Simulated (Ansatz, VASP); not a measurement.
# SrO: VASP beside Ansatz

The input INCAR:

```
SYSTEM = SrO
PREC     = Accurate       ! precision mode
ENCUT    = 520            ! plane-wave cutoff, eV
EDIFF    = 1E-8           ! SCF threshold, eV
ISMEAR   = -1             ! smearing method
SIGMA    = 0.02           ! smearing width, eV
LREAL    = .False.        ! projectors in reciprocal space
LASPH    = .True.         ! aspherical terms in the spheres
NELM     = 60             ! most SCF steps
ALGO     = Normal         ! electronic algorithm
ISIF     = 2              ! what is computed and relaxed
LWAVE    = .False.        ! write WAVECAR
LCHARG   = .False.        ! write CHGCAR
LEFG     = .True.       
NBANDS   = 15             ! bands
```

Contents of KPOINTS:

```
regular mesh
0
Gamma
  8 8 8
  0 0 0
```

File POSCAR:

```
SrO
1.0
    0.0256980000      2.5826490000      2.5826490000
    2.5826490000      0.0256980000      2.5826490000
    2.5826490000      2.5826490000      0.0256980000
Sr O
1 1
Direct
    0.0000000000      0.0000000000      0.0000000000
    0.5000000000      0.5000000000      0.5000000000
```

Input for Ansatz:

```yaml
crystal:
  lattice:
    - [0.025698, 2.582649, 2.582649]
    - [2.582649, 0.025698, 2.582649]
    - [2.582649, 2.582649, 0.025698]
  atoms:
    - { symbol: Sr, position: [0.0, 0.0, 0.0] }
    - { symbol: O, position: [0.5, 0.5, 0.5] }
kpoints:
  mp_grid: { grid: [8, 8, 8] }
scf:
  occupations: { method: fermi_dirac, width: 0.02 }
hamiltonian:
  xc: lda
  pseudopotentials: { kind: all_electron, datasets: crystal }
output:
  forces: true
  stress: true
  eigenvalues: true
  efg: { contact_densities: true }
```

Change from the starting cell: equal xy, yz and zx shear strains of +1 %, crystal datasets.

Alike in both runs: task electric field gradients; functional LDA; k mesh 8 × 8 × 8; occupations fermi-dirac, width 0.02 eV; no spin polarisation.

```csv
,VASP,Ansatz
version,VASP 6.6.1,Ansatz 0.2.0
potentials or method,"VASP PAW LDA potentials, release 64 (Sr_sv, O), cutoff 520 eV","all-electron PAW with datasets made for the crystal, scalar-relativistic"
```

VASP gave:

| Quantity | Value |
| --- | --- |
| gap on the k mesh at the Fermi level (eV) | 3.09 |
| pressure (GPa) | -3.5 |
| traceless stress, the component that is largest in VASP (GPa) | -0.58 |
| size of Vzz on the site where it differs most (V/Å²) | 7.6 |

Q: What did Ansatz give for the same quantities?

A: gap on the k mesh at the Fermi level (eV): 3.14; pressure (GPa): -4.2; traceless stress, the component that is largest in VASP (GPa): -0.58; size of Vzz on the site where it differs most (V/Å²): 7.6.

LDA's correlation is that of Perdew and Zunger in VASP and of Perdew and Wang (1992) in Ansatz. Ansatz ran all-electron here, and VASP with PAW potentials.
